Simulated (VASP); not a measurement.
A run of VASP 6.6.1 is set up as follows.

The input INCAR:

```
  ALGO = Normal
  EDIFF = 1E-7
  ENCUT = 520
  GGA = PS
  ISIF = 2
  ISMEAR = 0
  LASPH = T
  LCHARG = F
  LREAL = F
  LWAVE = F
  NBANDS = 27
  NELM = 100
  PREC = Accurate
  SIGMA = 0.05
```

The input KPOINTS:

```
k-points
0
Gamma
  8 8 8
```

The input POSCAR:

```
KTaO3
1.0
    4.0350734462      0.0000000000      0.0000000000
    0.0000000000      4.0350734462      0.0000000000
    0.0000000000      0.0000000000      3.5766891028
K Ta O
1 1 3
Direct
    0.5000000000      0.5000000000      0.5000000000
    0.0000000000      0.0000000000      0.0000000000
    0.5000000000      0.0000000000      0.0000000000
    0.0000000000      0.5000000000      0.0000000000
    0.0000000000      0.0000000000      0.5000000000
```

Potentials or basis: VASP PAW PBE potentials, release 64 (K_sv, Ta_pv, O).

Command:

```console
$ cat potpaw_PBE.64/K_sv/POTCAR potpaw_PBE.64/Ta_pv/POTCAR potpaw_PBE.64/O/POTCAR > POTCAR
$ mpirun -np 1 vasp_std > vasp.out
```

Question: Predict the band gap on the k mesh.

Answer: 2.01 eV, indirect (least direct gap 2.34 eV).

Question: Estimate the pressure.

Answer: 28.9 GPa.

Stress tensor (GPa, compression positive):
```
 3.59  0.00  0.00
 0.00  3.59  0.00
 0.00  0.00 79.66
```

Caveat: the PAW data sets were made with another functional, which shifts forces and pressure a little; spin-orbit coupling is left out, which moves the levels of the heavy elements. A k mesh can miss the band edges.
